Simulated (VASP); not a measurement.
ZrBTe:

```
CELL_PARAMETERS angstrom
3.53037 0.00000 0.00000
0.00000 3.53037 0.00000
0.00000 0.00000 9.14644
ATOMIC_POSITIONS crystal
B 0.00000 0.00000 0.00000
B 0.50000 0.50000 0.00000
Zr 0.00000 0.50000 0.23000
Zr 0.50000 0.00000 0.77000
Te 0.00000 0.50000 0.64000
Te 0.50000 0.00000 0.36000
```

Base run:

| Item | Value |
| --- | --- |
| Program | VASP 6.6.1 |
| Functional | PBE |
| Potentials or basis | VASP PAW PBE potentials, release 64 (B, Zr_sv, Te) |
| Cutoff | 520 eV |
| k mesh | 5 × 5 × 2 |
| Occupations | methfessel-paxton, width 0.0102 eV |
| Spin | no spin polarisation |

Its results: band gap on the k mesh zero (band 21 reaches 8.73 eV, above the bottom of band 22 at 7.86 eV); pressure 2.6 GPa; largest force 3.052 eV/Å.

Problem. The run is repeated on the same cell with these changes: k mesh from 5 × 5 × 2 to 5 × 5 × 2, shifted. What comes out?

Solution. Band gap on the k mesh zero (band 21 reaches 8.55 eV, above the bottom of band 22 at 7.57 eV); pressure 3.4 GPa; largest force 3.035 eV/Å.

Caveats: spin-orbit coupling is left out, which moves the levels of the heavy elements; forces of over 1 eV/Å act on the atoms, so gaps and moduli don't describe the material at rest.
